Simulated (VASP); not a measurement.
# Te2As3 (P4mm) in VASP: notebook, part 2 of 2

VASP 6.6.1. The steps go on from the part before.

**5. Relaxation of cell and atoms, PBE**

The input, INCAR:

```
PREC     = Accurate       # precision mode
ENCUT    = 600            # plane-wave cutoff, eV
EDIFF    = 1E-6           # SCF threshold, eV
ISMEAR   = 0              # smearing method
SIGMA    = 0.1            # smearing width, eV
LREAL    = F              # projectors in reciprocal space
LASPH    = T              # aspherical terms in the spheres
NELM     = 60             # most SCF steps
ALGO     = Normal         # electronic algorithm
ISIF     = 3              # what is computed and relaxed
LWAVE    = F              # write WAVECAR
LCHARG   = F              # write CHGCAR
GGA      = PE             # functional
IBRION   = 2              # ionic algorithm
NSW      = 90             # ionic steps
EDIFFG   = -0.04          # ionic threshold
```

The input, KPOINTS:

```
regular mesh
0
Gamma
  4 4 4
```

The input, POSCAR:

```
Te2As3
1.0
    4.4297172300      0.0000000000      0.0000000000
    0.0000000000      4.4297172300      0.0000000000
    0.0000000000      0.0000000000      6.5244367600
Te As
2 3
Direct
    0.0000000000      0.0000000000      0.7211286400
    0.5000000000      0.5000000000      0.2898103300
    0.5000000000      0.0000000000      0.9934612500
    0.0000000000      0.5000000000      0.9934612500
    0.0000000000      0.0000000000      0.2721384500
```

Started as:

```
$ cat potpaw_PBE.64/Te/POTCAR potpaw_PBE.64/As/POTCAR > POTCAR
$ mpirun -np 1 vasp_std > vasp.out
```

Run time: 19 min. Hardware: 1 thread of Intel Xeon 6975P-C (Granite Rapids), shared host; peak memory 0.29 GiB.

It converged, with:

```
Free energy                            : -18.9743 eV
Relaxed volume                         : 30.08 Å³/atom
Relaxed cell                           : a = 4.100 Å, b = 4.100 Å, c = 8.946 Å, α = 90.00°, β = 90.00°, γ = 90.00°
Space group after relaxing (to 0.05 Å) : P4mm (No. 99)
Energy gained by relaxing              : 315.3 meV/atom
Ionic steps                            : 64
Pressure after relaxing                : 0.1 GPa
Largest force after relaxing           : 0.007 eV/Å
```

Forces on the atoms (eV/Å):
```
Te   0.000  0.000  0.002
Te   0.000  0.000  0.006
As   0.000  0.000 -0.007
As   0.000  0.000 -0.007
As   0.000  0.000  0.006
```

Stress tensor (GPa, compression positive):
```
0.15 0.00 0.00
0.00 0.15 0.00
0.00 0.00 0.04
```

The path:
```csv
step,energy change (eV),largest force (eV/Å),pressure (GPa),volume (Å³)
1,0.0000,1.0601,5.11,128.03
3,-0.1885,0.3831,-0.25,138.92
5,-0.2386,0.3482,-0.14,137.10
7,-0.2922,0.5155,0.21,134.78
9,-0.3158,0.5967,-1.86,138.37
11,-0.3326,0.5402,-1.27,136.90
13,-0.3893,0.6052,-0.60,134.39
15,-0.3531,0.9158,6.42,124.55
17,-0.4573,0.6060,3.47,127.46
19,-0.4873,0.5199,3.90,127.53
21,-0.5587,0.4056,2.23,130.70
23,-0.6038,0.2447,-0.14,136.20
25,-0.6140,0.2372,-0.18,136.00
27,-0.6467,0.3387,-0.19,135.07
29,-0.7589,1.8176,0.38,131.07
31,-0.7444,2.2709,0.48,130.44
33,-0.7477,2.1585,0.40,130.68
35,-0.7591,2.2304,0.44,130.47
37,-0.7838,2.4649,0.58,129.62
39,-0.8469,2.2352,0.47,129.76
41,-1.0802,1.5068,0.27,130.33
43,-1.4636,0.3570,1.29,131.77
45,-1.4907,0.3491,0.31,135.12
47,-1.5034,0.2847,-0.17,137.24
49,-1.5251,0.2463,0.17,139.41
51,-1.5548,0.0565,-0.15,143.44
53,-1.5603,0.2068,0.21,143.59
55,-1.5646,0.1329,0.29,144.26
57,-1.5747,0.0274,0.09,148.02
59,-1.5750,0.0448,-0.10,148.80
61,-1.5761,0.0595,-0.09,149.85
63,-1.5763,0.0801,-0.08,150.45
64,-1.5766,0.0071,0.12,150.40
```

Final structure:
```xyz
5
Lattice="4.1002 0.0000 0.0000 0.0000 4.1002 0.0000 0.0000 0.0000 8.9461" Properties=species:S:1:pos:R:3 pbc="T T T"
Te    4.1002    0.0000    5.5522
Te    2.0501    2.0501    4.6763
As    2.0501    0.0000    8.7831
As    4.1002    2.0501    8.7831
As    0.0000    0.0000    1.4591
```

Levels at points of the mesh, in eV from the Fermi level:
| k point | band 11 | band 12 | band 13 | band 14 | band 15 | band 16 |
| --- | --- | --- | --- | --- | --- | --- |
| (0.00, 0.00, 0.00) | -2.71 | -0.47 | -0.07 | 0.42 | 0.58 | 0.58 |
| (0.50, 0.00, 0.00) | -1.58 | -1.55 | -1.31 | -0.91 | -0.43 | -0.09 |
| (0.50, 0.50, 0.00) | -3.29 | -1.79 | -1.65 | 1.41 | 1.63 | 1.63 |
| (0.00, 0.00, 0.50) | -1.57 | -1.04 | 0.32 | 0.40 | 0.68 | 0.68 |
| (0.50, 0.00, 0.50) | -1.60 | -1.54 | -1.12 | -0.92 | -0.46 | 0.14 |
| (0.50, 0.50, 0.50) | -3.16 | -2.14 | -1.72 | 0.85 | 0.85 | 2.24 |

Caveat: the volume moved by over 15 % at a fixed basis, so the end points are rough; spin-orbit coupling is left out, which moves the levels of the heavy elements; this functional lacks dispersion, which binds the layers, so the pressure and a relaxed spacing across them are unreliable.

**6. Single point, PBE**

This run uses another cell than the first one, of 28.61 Å³/atom, 1.117 times its volume.

The input, INCAR:

```
ALGO     = Normal         # electronic algorithm
EDIFF    = 1E-7           # SCF threshold, eV
ENCUT    = 520            # plane-wave cutoff, eV
GGA      = PE             # functional
ISIF     = 2              # what is computed and relaxed
ISMEAR   = 0              # smearing method
LASPH    = T              # aspherical terms in the spheres
LCHARG   = T              # write CHGCAR
LELF     = T              # ELF
LREAL    = F              # projectors in reciprocal space
LVHAR    = T            
LWAVE    = F              # write WAVECAR
NBANDS   = 22             # bands
NELM     = 60             # most SCF steps
PREC     = Accurate       # precision mode
SIGMA    = 0.1            # smearing width, eV
```

The input, KPOINTS:

```
k-points
0
Gamma
  10 10 6
```

The input, POSCAR:

```
Te2As3
1.0
    4.1289150298      0.0000000000      0.0000000000
    0.0000000000      4.1289150298      0.0000000000
    0.0000000000      0.0000000000      8.3914832392
Te As
2 3
Direct
    0.0000000000      0.0000000000      0.6272369694
    0.5000000000      0.5000000000      0.5264842239
    0.5000000000      0.0000000000      0.9744583585
    0.0000000000      0.5000000000      0.9744583585
    0.0000000000      0.0000000000      0.1673620099
```

Potentials or basis: VASP PAW PBE potentials, release 64 (Te, As).

Started as:

```
$ cat potpaw_PBE.64/Te/POTCAR potpaw_PBE.64/As/POTCAR > POTCAR
$ mpirun -np 1 vasp_std > vasp.out
```

Wall time 2.1 min (1 thread of Intel Xeon 6975P-C (Granite Rapids), shared host); peak memory 0.4 GiB.

It converged, with:

```yaml
Free_energy: -19.0454 eV
Pressure: 0.1 GPa
Largest_force: 0.052 eV/Å
```

Forces on the atoms (eV/Å):
```
Te   0.000  0.000 -0.001
Te   0.000  0.000  0.005
As   0.000  0.000 -0.028
As   0.000  0.000 -0.028
As   0.000  0.000  0.052
```

Levels at points of the mesh, in eV from the Fermi level:
```tsv
k point	band 11	band 12	band 13	band 14	band 15	band 16
(0.00, 0.00, 0.00)	-2.39	-0.35	0.38	0.38	0.66	0.66
(0.50, 0.00, 0.00)	-1.45	-1.39	-1.10	-0.77	-0.40	0.01
(0.50, 0.50, 0.00)	-3.17	-1.60	-1.32	1.68	2.06	2.06
(0.00, 0.00, 0.50)	-1.35	-0.48	0.34	0.75	0.85	0.85
(0.50, 0.00, 0.50)	-1.51	-1.36	-0.96	-0.81	-0.44	0.34
(0.50, 0.50, 0.50)	-2.92	-2.21	-1.46	0.92	0.92	2.93
```

Caveat: spin-orbit coupling is left out, which moves the levels of the heavy elements; this functional lacks dispersion, which binds the layers, so the pressure and a relaxed spacing across them are unreliable.

**7. Relaxation of cell and atoms, PBE**

This run uses another cell than the first one, of 29.88 Å³/atom, 1.167 times its volume.

The input, INCAR:

```
PREC = Accurate ; ENCUT = 600
EDIFF = 1E-7 ; ISMEAR = 0
SIGMA = 0.1 ; LREAL = F
LASPH = T ; NELM = 60
ALGO = Normal ; ISIF = 3
LWAVE = F ; LCHARG = F
GGA = PE ; IBRION = 2
NSW = 100 ; EDIFFG = -0.01
```

The input, KPOINTS:

```
Automatic mesh
0
Gamma
  10 10 4
```

The input, POSCAR:

```
Te2As3
1.0
    4.0982792021      0.0000000000      0.0000000000
    0.0000000000      4.0982792021      0.0000000000
    0.0000000000      0.0000000000      8.8953873955
Te As
2 3
Direct
    0.0000000000      0.0000000000      0.6223644453
    0.5000000000      0.5000000000      0.5243092650
    0.5000000000      0.0000000000      0.9803150214
    0.0000000000      0.5000000000      0.9803150214
    0.0000000000      0.0000000000      0.1626961669
```

Started as:

```
$ cat potpaw_PBE.64/Te/POTCAR potpaw_PBE.64/As/POTCAR > POTCAR
$ mpirun -np 1 vasp_std > vasp.out
```

Wall time 17 min (1 thread of Intel Xeon 6975P-C (Granite Rapids), shared host); peak memory 0.45 GiB.

The run converged. Its results:

```yaml
Free_energy: -19.0465 eV
Relaxed_volume: 28.56 Å³/atom
Relaxed_cell: a = 4.130 Å, b = 4.130 Å, c = 8.372 Å, α = 90.00°, β = 90.00°, γ = 90.00°
Space_group_after_relaxing_to_0.05_Å: P4mm (No. 99)
Energy_gained_by_relaxing: 2.8 meV/atom
Ionic_steps: 16
Pressure_after_relaxing: 0.0 GPa
```

Forces in eV/Å, atoms in the order of the input:
```
Te   0.000  0.000  0.001
Te   0.000  0.000  0.002
As   0.000  0.000  0.000
As   0.000  0.000  0.000
As   0.000  0.000 -0.003
```

The path:
```tsv
step	energy change (eV)	largest force (eV/Å)	pressure (GPa)	volume (Å³)
1	0.0000	0.1692	0.18	149.41
2	-0.0021	0.0849	-0.23	150.12
3	-0.0021	0.0849	-0.24	150.14
4	-0.0038	0.0438	-0.15	149.54
5	-0.0051	0.0500	-0.01	148.58
6	-0.0063	0.0605	-0.02	148.22
7	-0.0075	0.1193	-0.05	147.10
8	-0.0081	0.1135	-0.07	146.81
9	-0.0096	0.0993	-0.11	145.93
10	-0.0111	0.0807	-0.18	144.15
11	-0.0129	0.0688	0.04	143.18
12	-0.0131	0.0644	0.14	142.75
13	-0.0136	0.0426	-0.03	142.96
14	-0.0136	0.0439	-0.03	142.96
15	-0.0138	0.0255	-0.02	142.89
16	-0.0139	0.0030	0.01	142.79
```

Final structure:
```yaml
crystal:
  lattice:
    - [4.12992, 0.00000, 0.00000]
    - [0.00000, 4.12992, 0.00000]
    - [0.00000, 0.00000, 8.37194]
  atoms:
    - { symbol: Te, position: [0.00000, 0.00000, 0.62703] }
    - { symbol: Te, position: [0.50000, 0.50000, 0.52610] }
    - { symbol: As, position: [0.50000, 0.00000, 0.97428] }
    - { symbol: As, position: [0.00000, 0.50000, 0.97428] }
    - { symbol: As, position: [0.00000, 0.00000, 0.16832] }
```

Levels at points of the mesh, in eV from the Fermi level:
| k point | band 11 | band 12 | band 13 | band 14 | band 15 | band 16 |
| --- | --- | --- | --- | --- | --- | --- |
| (0.00, 0.00, 0.00) | -2.40 | -0.35 | 0.37 | 0.40 | 0.64 | 0.64 |
| (0.50, 0.00, 0.00) | -1.45 | -1.39 | -1.10 | -0.77 | -0.41 | 0.00 |
| (0.50, 0.50, 0.00) | -3.17 | -1.60 | -1.31 | 1.65 | 2.07 | 2.07 |
| (0.00, 0.00, 0.50) | -1.36 | -0.47 | 0.34 | 0.76 | 0.84 | 0.84 |
| (0.50, 0.00, 0.50) | -1.51 | -1.36 | -0.97 | -0.80 | -0.44 | 0.34 |
| (0.50, 0.50, 0.50) | -2.92 | -2.22 | -1.46 | 0.90 | 0.90 | 2.93 |

Caveat: spin-orbit coupling is left out, which moves the levels of the heavy elements; this functional lacks dispersion, which binds the layers, so the pressure and a relaxed spacing across them are unreliable.

**8. Summary**

```csv
task,cell,k mesh,cutoff (eV),gap on the mesh (eV),pressure (GPa),relaxed volume (Å³/atom),largest force (eV/Å)
single point,"a = 4.430, b = 4.430, c = 6.524 Å, 5 atoms",4 × 4 × 4,520,none,5.1,-,1.06
single point,"a = 4.098, b = 4.098, c = 8.895 Å, 5 atoms",4 × 4 × 4,520,none,0.3,-,0.02
single point,"a = 4.129, b = 4.129, c = 8.391 Å, 5 atoms",10 × 10 × 4,520,none,0.1,-,0.05
relaxation of cell and atoms,"relaxed from a = 4.430, b = 4.430, c = 6.524 Å, 5 atoms",4 × 4 × 4,600,none,0.1,30.08,0.01
single point,"a = 4.129, b = 4.129, c = 8.391 Å, 5 atoms",10 × 10 × 6,520,none,0.1,-,0.05
relaxation of cell and atoms,"relaxed from a = 4.098, b = 4.098, c = 8.895 Å, 5 atoms",10 × 10 × 4,600,none,0.0,28.56,-
```

Alike in all rows: level PBE; potentials or basis VASP PAW PBE potentials, release 64 (Te, As); no spin polarisation; smearing gaussian 0.1 eV.

Caveats: some runs use coarse meshes; spin-orbit coupling is left out, which moves the levels of the heavy elements; this functional lacks dispersion, which binds the layers, so the pressure and a relaxed spacing across them are unreliable (some runs); forces of over 1 eV/Å act on the atoms, so gaps and moduli don't describe the material at rest (some runs); the volume moved by over 15 % at a fixed basis, so the end points are rough (some runs).

Absolute energies hang on the potentials; compare differences alone.
